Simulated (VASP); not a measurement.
A run of VASP 6.6.1 is set up as follows.

Contents of INCAR:

```
  PREC = Accurate
  ENCUT = 520
  EDIFF = 1E-6
  ISMEAR = 0
  SIGMA = 0.1
  LREAL = F
  LASPH = T
  NELM = 60
  ALGO = Normal
  ISIF = 2
  LWAVE = F
  LCHARG = T
  GGA = PE
  LELF = T
  LVHAR = T
  NBANDS = 19
```

The input KPOINTS:

```
regular mesh
0
Gamma
  15 15 8
```

File POSCAR:

```
Zr
1.0
    3.2327898558      0.0000000000      0.0000000000
   -1.6163949279      2.7996781402      0.0000000000
    0.0000000000      0.0000000000      5.1691199317
Zr
2
Direct
    0.3333333333      0.6666666667      0.2500000000
    0.6666666667      0.3333333333      0.7500000000
```

Potentials or basis: VASP PAW PBE potentials, release 64 (Zr_sv).

The run is started by

```console
$ cat potpaw_PBE.64/Zr_sv/POTCAR > POTCAR
$ mpirun -np 1 vasp_std > vasp.out
```

Question: What does it give for the band gap on the k mesh?

Answer: Zero (bands 12 and 13 overlap by 1.18 eV).

Question: What does it give for the pressure?

Answer: 0.0 GPa.
